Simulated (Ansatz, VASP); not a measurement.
**One calculation of Ag, two programs**

File INCAR:

```
PREC = Accurate
ENCUT = 520
EDIFF = 1E-6
ISMEAR = -1
SIGMA = 0.1
LREAL = False
LASPH = True
NELM = 80
ALGO = Normal
ISIF = 2
LWAVE = False
LCHARG = True
GGA = RP
LELF = True
LVHAR = True
NBANDS = 12
```

KPOINTS

```
regular mesh
0
Gamma
  15 15 15
```

The input POSCAR:

```
Ag
1.0
   -1.7001269742      1.7001269742      1.7001269742
    1.7001269742     -1.7001269742      1.7001269742
    1.7001269742      1.7001269742     -1.7001269742
Ag
1
Direct
    0.0000000000      0.0000000000      0.0000000000
```

Input for Ansatz:

```yaml
crystal:
  lattice:
    - [-1.7001269742, 1.7001269742, 1.7001269742]
    - [1.7001269742, -1.7001269742, 1.7001269742]
    - [1.7001269742, 1.7001269742, -1.7001269742]
  atoms:
    - { symbol: Ag, position: [0.0, 0.0, 0.0] }
hamiltonian:
  xc: rpbe
  pseudopotentials:
    kind: paw
    azcp:
      Ag: "pseudopotentials/Ag.paw.azcp"
basis:
  ecutwfc: 420
  fft_grid_basis: typed
kpoints:
  mp_grid: { grid: [15, 15, 15], shift: [0, 0, 0] }
magnetization:
  spin_polarized: false
scf:
  occupations: { method: fermi_dirac, width: 0.1 }
  lower_state_search: "off"
output:
  stress: true
```

Alike in both runs: task single point; functional RPBE; k mesh 15 × 15 × 15; occupations fermi-dirac, width 0.1 eV; no spin polarisation.

|  | VASP | Ansatz |
| --- | --- | --- |
| version | VASP 6.6.1 | Ansatz 0.2.0 |
| potentials or method | VASP PAW PBE potentials, release 64 (Ag), cutoff 520 eV | plane waves (420 eV) with PAW, scalar-relativistic |
| valence electrons in the cell | 11 | 19 |

```tsv
	VASP	Ansatz	Ansatz less VASP
pressure (GPa)	-2.8	-2.7	+0.03
```

VASP's potentials were made for PBE, not for RPBE. VASP's potentials hold 11 valence electrons a cell and Ansatz's 19, so a difference there can come from the potentials and not from the codes.
